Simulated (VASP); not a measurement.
# PbSe (Cmcm) in VASP: single point with PBEsol

Aim: the single point of PbSe with PBEsol.

Program: VASP 6.6.1. These are calculated values, not measurements. Logs are shortened: lines on timing, memory, paths and dates and some standing lists are left out, and cuts for length are marked.

### 1 The cell of the first run

The structure is orthorhombic, space group Cmcm (No. 63). The conventional cell has a = 4.310 Å, b = 12.268 Å, c = 4.450 Å, α = 90.00°, β = 90.00°, γ = 90.00°. Pb (site symmetry m2m) has 5 Se at 2.82 to 3.10 Å within 3.7 Å. Se (site symmetry m2m) has 5 Pb at 2.82 to 3.10 Å within 3.7 Å.

### 2 Single point, PBEsol, non-collinear spin, zero start, spin-orbit coupling

Contents of INCAR:

```
SYSTEM = PbSe
PREC = Accurate ; ENCUT = 520
EDIFF = 1E-7 ; ISMEAR = 0
SIGMA = 0.01 ; LREAL = .False.
LASPH = .True. ; NELM = 150
ALGO = Normal ; ISIF = 2
LWAVE = .False. ; LCHARG = .False.
MAGMOM = 0 0 0 0 0 0 0 0 0 0 0 0 ; LORBIT = 11
LSORBIT = .True. ; GGA_COMPAT = .False.
LORBMOM = .True. ; GGA = PS
NBANDS = 54
```

Contents of KPOINTS:

```
Automatic mesh
0
Gamma
  4 4 4
  0 0 0
```

Contents of POSCAR:

```
PbSe
1.0
    2.1548770000     -6.1339470000      0.0000000000
    2.1548770000      6.1339470000      0.0000000000
    0.0000000000      0.0000000000      4.4504940000
Pb Se
2 2
Direct
    0.6317610000      0.3682390000      0.7500000000
    0.3682390000      0.6317610000      0.2500000000
    0.8612900000      0.1387100000      0.7500000000
    0.1387100000      0.8612900000      0.2500000000
```

Potentials or basis: VASP PAW PBE potentials, release 64 (Pb_d, Se).

On the command line:

```bash
$ cat potpaw_PBE.64/Pb_d/POTCAR potpaw_PBE.64/Se/POTCAR > POTCAR
$ mpirun -np 1 vasp_ncl > vasp.out
```

OUTCAR:

```text
SYSTEM = PbSe
   PREC = Accurate
   ENCUT = 520
   EDIFF = 1E-7
   ISMEAR = 0
   LREAL = .False.
   LASPH = .True.
   NELM = 150
   ISIF = 2
   LORBIT = 11
   LSORBIT = .True.
   GGA = PS

 ion  position               nearest neighbor table
   1  0.632  0.368  0.750-   3 2.82   4 3.10   4 3.10   4 3.10   4 3.10   2 3.92   2 3.92
   2  0.368  0.632  0.250-   4 2.82   3 3.10   3 3.10   3 3.10   3 3.10   1 3.92   1 3.92
   3  0.861  0.139  0.750-   1 2.82   2 3.10   2 3.10   2 3.10   2 3.10
   4  0.139  0.861  0.250-   2 2.82   1 3.10   1 3.10   1 3.10   1 3.10

  LATTYP: Found a base centered orthorhombic cell.
 ALAT       =     4.3097540000
 B/A-ratio  =     2.8465415891
 C/A-ratio  =     1.0326561562

  Lattice vectors:

 A1 = (   2.1548770000,  -6.1339470000,   0.0000000000)
 A2 = (   2.1548770000,   6.1339470000,   0.0000000000)
 A3 = (   0.0000000000,   0.0000000000,   4.4504940000)

Analysis of symmetry for initial positions (statically):
=====================================================================
 Subroutine PRICEL returns:
 Original cell was already a primitive cell.

 Routine SETGRP: Setting up the symmetry group for a
 base centered orthorhombic supercell.

 Subroutine GETGRP returns: Found  8 space group operations
 (whereof  4 operations were pure point group operations)
 out of a pool of  8 trial point group operations.

The static configuration has the point symmetry C_2h.
 The point group associated with its full space group is D_2h.

Analysis of symmetry for dynamics (positions and initial velocities):
=====================================================================
 Subroutine PRICEL returns:
 Original cell was already a primitive cell.

 Routine SETGRP: Setting up the symmetry group for a
 base centered orthorhombic supercell.

 Subroutine GETGRP returns: Found  8 space group operations
 (whereof  4 operations were pure point group operations)
 out of a pool of  8 trial point group operations.

The dynamic configuration has the point symmetry C_2h.
 The point group associated with its full space group is D_2h.

Analysis of structural, dynamic, and magnetic symmetry:
=====================================================================
 Subroutine PRICEL returns:
 Original cell was already a primitive cell.

 Routine SETGRP: Setting up the symmetry group for a
 base centered orthorhombic supercell.

 Subroutine GETGRP returns: Found  8 space group operations
 (whereof  4 operations were pure point group operations)
 out of a pool of  8 trial point group operations.

The overall configuration has the point symmetry C_2h.
 The point group associated with its full space group is D_2h.

 Subroutine INISYM returns: Found  8 space group operations
 (whereof  4 operations are pure point group operations),
 and found     1 'primitive' translations

----------------------------------------------------------------------------------------

                                     Primitive cell

  volume of cell :     117.6524

  direct lattice vectors                    reciprocal lattice vectors
     2.154877000 -6.133947000  0.000000000     0.232031805 -0.081513583  0.000000000
     2.154877000  6.133947000  0.000000000     0.232031805  0.081513583  0.000000000
     0.000000000  0.000000000  4.450494000     0.000000000  0.000000000  0.224694158

  length of vectors
     6.501446046  6.501446046  4.450494000     0.245933371  0.245933371  0.224694158

  position of ions in fractional coordinates (direct lattice)
     0.631761000  0.368239000  0.750000000
     0.368239000  0.631761000  0.250000000
     0.861290000  0.138710000  0.750000000
     0.138710000  0.861290000  0.250000000

  ion indices of the primitive-cell ions
   primitive index   ion index
                 1           1
                 2           2
                 3           3
                 4           4
[... 110 lines left out ...]

 Free energy of the ion-electron system (eV)
  ---------------------------------------------------
  ext. energy  EPLUGINS =         0.00000000
  ---------------------------------------------------
  free energy    TOTEN  =       -18.50035792 eV

  energy without entropy =      -18.50035792  energy(sigma->0) =      -18.50035792

 E-fermi :   4.1035     XC(G=0):  -9.6086

 val. band max:        4.0328599722   @ k =   0.0000   0.0000   0.5000
 cond. band min:       4.8849591107   @ k =   0.2500   0.2500   0.0000
 fundamental gap:      0.8520991386
 Fermi energy:         4.1034627567

 k-point     1 :       0.0000    0.0000    0.0000
  band No.  band energies     occupation
      1     -13.6192      1.00000
      2     -13.6192      1.00000
      3     -13.6187      1.00000
      4     -13.6187      1.00000
      5     -13.6157      1.00000
      6     -13.6157      1.00000
[... 1144 lines left out ...]
     51       7.5615      0.00000
     52       7.5615      0.00000
 [bands above 52 left out]

------------------------ aborting loop because EDIFF is reached ----------------------------------------

  FORCE on cell =-STRESS in cart. coord.  units (eV):
  Direction    XX          YY          ZZ          XY          YZ          ZX
  --------------------------------------------------------------------------------------
  -------------------------------------------------------------------------------------
  Total       -1.3572533     -1.4690600     -1.4995709      0.0000000      0.0000000      0.0000000
  in kB      -18.4829277    -20.0054997    -20.4209933      0.0000000      0.0000000      0.0000000
  external PRESSURE =     -19.6364736 kB  Pullay stress =       0.0000000 kB

 VOLUME and BASIS-vectors are now :
 -----------------------------------------------------------------------------
  energy-cutoff  :      520.00
  volume of cell :      117.65
      direct lattice vectors                 reciprocal lattice vectors
     2.154877000 -6.133947000  0.000000000     0.232031805 -0.081513583  0.000000000
     2.154877000  6.133947000  0.000000000     0.232031805  0.081513583  0.000000000
     0.000000000  0.000000000  4.450494000     0.000000000  0.000000000  0.224694158

 POSITION                                       TOTAL-FORCE (eV/Angst)
 -----------------------------------------------------------------------------------
      2.15488     -1.61643      3.33787         0.000000     -0.055714     -0.000000
      2.15488      1.61643      1.11262         0.000000      0.055714      0.000000
      2.15488     -4.43227      3.33787         0.000000      0.030311      0.000000
      2.15488      4.43227      1.11262         0.000000     -0.030311      0.000000
 -----------------------------------------------------------------------------------
    total drift:                                0.000000      0.000000      0.000000

  FREE ENERGIE OF THE ION-ELECTRON SYSTEM (eV)
  ---------------------------------------------------
  free  energy   TOTEN  =       -18.5003579204 eV

  energy  without entropy=      -18.5003579204  energy(sigma->0) =      -18.50035792

 orbital moment (x)

 # of ion     p       d       tot
 ----------------------------------------
  1         0.000   0.000   0.000
  2         0.000   0.000   0.000
  3         0.000   0.000   0.000
  4         0.000   0.000   0.000
 ----------------------------------------
            0.000   0.000   0.000

 orbital moment (y)

 # of ion     p       d       tot
 ----------------------------------------
  1         0.000   0.000   0.000
  2        -0.000   0.000  -0.000
  3         0.000  -0.000  -0.000
  4         0.000   0.000   0.000
 ----------------------------------------
           -0.000   0.000   0.000

 orbital moment (z)

 # of ion     p       d       tot
 ----------------------------------------
  1         0.000  -0.000  -0.000
  2         0.000  -0.000  -0.000
  3         0.000   0.000   0.000
  4         0.000   0.000   0.000
 ----------------------------------------
            0.000  -0.000  -0.000

 Spin-Orbit-Coupling matrix elements

 Ion:    1  E_soc:     -0.8649856
 l=   1
     0.0000000    -0.0795388    -0.0792842
    -0.0795388     0.0000000    -0.0721137
    -0.0792842    -0.0721137     0.0000000
 l=   2
     0.0000000    -0.0134740     0.0000000    -0.0133899    -0.0537633
    -0.0134740     0.0000000    -0.0403713    -0.0134028    -0.0134086
     0.0000000    -0.0403713     0.0000000    -0.0402969     0.0000000
    -0.0133899    -0.0134028    -0.0402969     0.0000000    -0.0134494
    -0.0537633    -0.0134086     0.0000000    -0.0134494     0.0000000
 l=   3
     0.0000000     0.0000000     0.0000000     0.0000000     0.0000000     0.0000000     0.0000000
     0.0000000     0.0000000     0.0000000     0.0000000     0.0000000     0.0000000     0.0000000
     0.0000000     0.0000000     0.0000000     0.0000000     0.0000000     0.0000000     0.0000000
     0.0000000     0.0000000     0.0000000     0.0000000     0.0000000     0.0000000     0.0000000
[... 49 lines left out ...]
 l=   2
     0.0000000    -0.0000021     0.0000000     0.0000043     0.0000093
    -0.0000021     0.0000000     0.0000031     0.0000040     0.0000066
     0.0000000     0.0000031     0.0000000     0.0000097     0.0000000
     0.0000043     0.0000040     0.0000097     0.0000000     0.0000032
     0.0000093     0.0000066     0.0000000     0.0000032     0.0000000
 l=   3
     0.0000000     0.0000000     0.0000000     0.0000000     0.0000000     0.0000000     0.0000000
     0.0000000     0.0000000     0.0000000     0.0000000     0.0000000     0.0000000     0.0000000
     0.0000000     0.0000000     0.0000000     0.0000000     0.0000000     0.0000000     0.0000000
     0.0000000     0.0000000     0.0000000     0.0000000     0.0000000     0.0000000     0.0000000
     0.0000000     0.0000000     0.0000000     0.0000000     0.0000000     0.0000000     0.0000000
     0.0000000     0.0000000     0.0000000     0.0000000     0.0000000     0.0000000     0.0000000
     0.0000000     0.0000000     0.0000000     0.0000000     0.0000000     0.0000000     0.0000000

 total charge

# of ion       s       p       d       tot
------------------------------------------
    1        1.433   0.587   9.836  11.856
    2        1.433   0.587   9.836  11.856
    3        1.474   2.292   0.017   3.783
    4        1.474   2.292   0.017   3.783
--------------------------------------------------
tot          5.814   5.758  19.706  31.278

 magnetization (x)

# of ion       s       p       d       tot
------------------------------------------
    1        0.000   0.000   0.000   0.000
    2        0.000   0.000   0.000   0.000
    3        0.000   0.000   0.000   0.000
    4        0.000   0.000   0.000   0.000
--------------------------------------------------
tot          0.000   0.000   0.000   0.000

 magnetization (y)

# of ion       s       p       d       tot
------------------------------------------
    1        0.000   0.000   0.000   0.000
    2        0.000   0.000   0.000   0.000
    3        0.000   0.000   0.000   0.000
    4        0.000   0.000   0.000   0.000
--------------------------------------------------
tot          0.000   0.000   0.000   0.000

 magnetization (z)

# of ion       s       p       d       tot
------------------------------------------
    1        0.000   0.000   0.000   0.000
    2        0.000   0.000   0.000   0.000
    3        0.000   0.000   0.000   0.000
    4        0.000   0.000   0.000   0.000
--------------------------------------------------
tot          0.000   0.000   0.000   0.000
```

It took 10 min on 1 thread of Intel Xeon Platinum 8259CL at 2.50GHz (Skylake/Cascade Lake), shared host; peak memory 0.69 GiB.

Results:

```
Free energy                                           : -18.5004 eV
Pressure                                              : -2.0 GPa
Largest force                                         : 0.056 eV/Å
Net moment                                            : 0.00 μB per cell
Valence electrons inside the program's atomic spheres : Pb 11.86; Se 3.78
```

Forces on the atoms (eV/Å):
```
Pb   0.000 -0.056  0.000
Pb   0.000  0.056  0.000
Se   0.000  0.030  0.000
Se   0.000 -0.030  0.000
```

Stress tensor (GPa, compression positive):
```
-1.85  0.00  0.00
 0.00 -2.00  0.00
 0.00  0.00 -2.04
```

Moments on the atoms (μB; x, y, z):
```
Pb  0.00 0.00 0.00
Pb  0.00 0.00 0.00
Se  0.00 0.00 0.00
Se  0.00 0.00 0.00
```

Caveat: the k points lie up to 0.39 Å⁻¹ apart; the PAW data sets were made with another functional, which shifts forces and pressure a little.
